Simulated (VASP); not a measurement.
# Al2O3 (P-3m1) in VASP: a series of runs, part 2 of 2

VASP 6.6.1. Earlier steps stand in the parts before.

## 3. Single point, r2SCAN

This run uses another cell than the first one, of the same volume but with other edges.

The input, POSCAR:

```
Al2O3
1.0
    2.9231237712      0.0000000000      0.0000000000
   -1.4615618856      2.5314994443      0.0000000000
    0.0000000000      0.0000000000      8.0715490666
Al O
2 3
Direct
    0.0000000000      0.0000000000      0.2779510000
    0.0000000000      0.0000000000      0.7220490000
    0.3333333333      0.6666666667      0.1994540000
    0.6666666667      0.3333333333      0.8005460000
    0.0000000000      0.0000000000      0.5000000000
```

The input, INCAR.step1:

```
PREC = Accurate
ENCUT = 520
ISMEAR = 0
SIGMA = 0.05
LREAL = False
LASPH = True
NELM = 60
NBANDS = 20
GGA = PE
ALGO = Normal
EDIFF = 1E-4
LWAVE = True
LCHARG = False
```

The input, INCAR.step2:

```
PREC = Accurate
ENCUT = 520
EDIFF = 1E-6
ISMEAR = 0
SIGMA = 0.05
LREAL = False
LASPH = True
NELM = 60
ALGO = Normal
ISIF = 2
LWAVE = False
LCHARG = False
METAGGA = R2SCAN
LMIXTAU = True
NBANDS = 20
ISTART = 1
```

The input, KPOINTS:

```
regular mesh
0
Gamma
  12 12 4
```

Potentials or basis: VASP PAW PBE potentials, release 64 (Al, O).

Started as:

```
$ cat potpaw_PBE.64/Al/POTCAR potpaw_PBE.64/O/POTCAR > POTCAR
$ cp INCAR.step1 INCAR
$ mpirun -np 1 vasp_std > vasp.out
$ cp INCAR.step2 INCAR
$ mpirun -np 1 vasp_std > vasp.out
```

OUTCAR:

```text
PREC = Accurate
   ENCUT = 520
   EDIFF = 1E-6
   ISMEAR = 0
   LREAL = False
   LASPH = True
   NELM = 60
   ISIF = 2
   METAGGA = R2SCAN
   ISTART = 1

 ion  position               nearest neighbor table
   1  0.000  0.000  0.278-   5 1.79   3 1.80   3 1.80   3 1.80
   2  0.000  0.000  0.722-   5 1.79   4 1.80   4 1.80   4 1.80
   3  0.333  0.667  0.199-   1 1.80   1 1.80   1 1.80
   4  0.667  0.333  0.801-   2 1.80   2 1.80   2 1.80
   5  0.000  0.000  0.500-   1 1.79   2 1.79

  LATTYP: Found a hexagonal cell.
[... 749 lines left out ...]
 [... further k-points ...]
[... 5 lines left out ...]
  --------------------------------------------------------------------------------------
  -------------------------------------------------------------------------------------
  Total        3.0396993      3.0396993    -12.6964258      0.0000000      0.0000000      0.0000000
  in kB       81.5378540     81.5378540   -340.5729337      0.0000000      0.0000000      0.0000000
  external PRESSURE =     -59.1657419 kB  Pullay stress =       0.0000000 kB

 VOLUME and BASIS-vectors are now :
 -----------------------------------------------------------------------------
  energy-cutoff  :      520.00
  volume of cell :       59.73
      direct lattice vectors                 reciprocal lattice vectors
     2.923123771  0.000000000  0.000000000     0.342099780  0.197511400  0.000000000
    -1.461561886  2.531499444  0.000000000     0.000000000  0.395022801  0.000000000
     0.000000000  0.000000000  8.071549067     0.000000000  0.000000000  0.123891956

 POSITION                                       TOTAL-FORCE (eV/Angst)
 -----------------------------------------------------------------------------------
      0.00000      0.00000      2.24350         0.000000      0.000000      2.874228
      0.00000      0.00000      5.82805         0.000000     -0.000000     -2.874228
     -0.00000      1.68767      1.60990        -0.000000      0.000000      0.453052
      1.46156      0.84383      6.46165        -0.000000      0.000000     -0.453052
      0.00000      0.00000      4.03577        -0.000000      0.000000      0.000000
 -----------------------------------------------------------------------------------
    total drift:                                0.000000      0.000000      0.000000

  FREE ENERGIE OF THE ION-ELECTRON SYSTEM (eV)
  ---------------------------------------------------
  free  energy   TOTEN  =       -46.0938974297 eV

  energy  without entropy=      -46.0938974297  energy(sigma->0) =      -46.09389743
```

OUTCAR.step1:

```text
PREC = Accurate
   ENCUT = 520
   ISMEAR = 0
   LREAL = False
   LASPH = True
[... 785 lines left out ...]
      0.00000      0.00000      5.82805        -0.000000      0.000000     -2.823778
     -0.00000      1.68767      1.60990         0.000000     -0.000000      0.060371
      1.46156      0.84383      6.46165        -0.000000     -0.000000     -0.060371
      0.00000      0.00000      4.03577        -0.000000     -0.000000     -0.000000
 -----------------------------------------------------------------------------------
    total drift:                                0.000000      0.000000     -0.000000

  FREE ENERGIE OF THE ION-ELECTRON SYSTEM (eV)
  ---------------------------------------------------
  free  energy   TOTEN  =       -35.7117569071 eV

  energy  without entropy=      -35.7117569071  energy(sigma->0) =      -35.71175691
```

Run time: 8 min. Hardware: 1 thread of AMD EPYC 7R43 (Zen 3), shared host; peak memory 0.19 GiB.

What came out:

* Free energy: -46.0939 eV
* Pressure: -5.9 GPa
* Largest force: 2.874 eV/Å
* Band gap on the k mesh: 1.83 eV

Forces in eV/Å, atoms in the order of the input:
```
Al   0.000  0.000  2.874
Al   0.000  0.000 -2.874
O    0.000  0.000  0.453
O    0.000  0.000 -0.453
O    0.000  0.000  0.000
```

Levels at points of the mesh, in eV from the valence-band top:
| k point | band 8 | band 9 | band 10 | band 11 | band 12 | band 13 | band 14 | band 15 | band 16 | band 17 |
| --- | --- | --- | --- | --- | --- | --- | --- | --- | --- | --- |
| (0.00, 0.00, 0.00) | -5.28 | -5.28 | -3.75 | 0.00 | 0.00 | 1.83 | 4.02 | 6.70 | 9.80 | 9.83 |
| (0.50, 0.00, 0.00) | -5.56 | -4.91 | -4.19 | -2.76 | -0.61 | 3.94 | 5.56 | 8.07 | 8.47 | 9.09 |
| (0.00, 0.00, 0.50) | -5.28 | -5.28 | -4.21 | 0.00 | 0.00 | 2.73 | 2.98 | 7.83 | 7.89 | 11.28 |
| (0.50, 0.00, 0.50) | -5.47 | -5.08 | -4.14 | -2.74 | -0.61 | 4.28 | 5.11 | 7.58 | 8.66 | 9.95 |

Caveat: the cell stands under tension; the PAW data sets were made with another functional, which shifts forces and pressure a little.
